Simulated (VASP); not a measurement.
Input of a VASP 6.6.1 run:

Contents of POSCAR:

```
Se
1.0
    4.5203796056      0.0000000000      0.0000000000
   -2.2601898028      3.9147635732      0.0000000000
    0.0000000000      0.0000000000      5.0453125041
Se
3
Direct
    0.2189274296      1.0000000000      0.3333333333
    1.0000000000      0.2189274296      0.6666666667
    0.7810725704      0.7810725704      0.0000000000
```

Contents of INCAR.step1:

```
  PREC = Accurate
  ENCUT = 520
  EDIFF = 1E-5
  ISMEAR = -1
  SIGMA = 0.1
  LREAL = F
  LASPH = T
  NELM = 100
  ALGO = Normal
  ISIF = 2
  LWAVE = T
  LCHARG = F
  NBANDS = 16
  GGA = PE
```

Contents of INCAR.step2:

```
  PREC = Accurate
  ENCUT = 520
  EDIFF = 1E-7
  ISMEAR = -1
  SIGMA = 0.1
  LREAL = F
  LASPH = T
  NELM = 100
  ALGO = Normal
  ISIF = 2
  LWAVE = F
  LCHARG = F
  GGA = PE
  LHFCALC = T
  HFSCREEN = 0.2079
  PRECFOCK = Normal
  NBANDS = 16
  ISTART = 1
```

File KPOINTS:

```
Automatic mesh
0
Gamma
  4 4 3
```

Potentials or basis: VASP PAW PBE potentials, release 64 (Se).

Run with:

```sh
$ cat potpaw_PBE.64/Se/POTCAR > POTCAR
$ cp INCAR.step1 INCAR
$ mpirun -np 1 vasp_std > vasp.out
$ cp INCAR.step2 INCAR
$ mpirun -np 1 vasp_std > vasp.out
```

Problem. What does it give for the pressure?

Solution. -2.1 GPa.

Problem. What does it give for the largest force?

Solution. 0.593 eV/Å.

Problem. What does it give for the band gap on the k mesh?

Solution. 2.56 eV, indirect (least direct gap 2.74 eV).

Forces in eV/Å, atoms in the order of the input:
```
Se  -0.593  0.000  0.000
Se   0.297 -0.514  0.000
Se   0.297  0.514  0.000
```

Caveat: the PAW data sets were made with another functional, which shifts forces and pressure a little. A k mesh can miss the band edges.
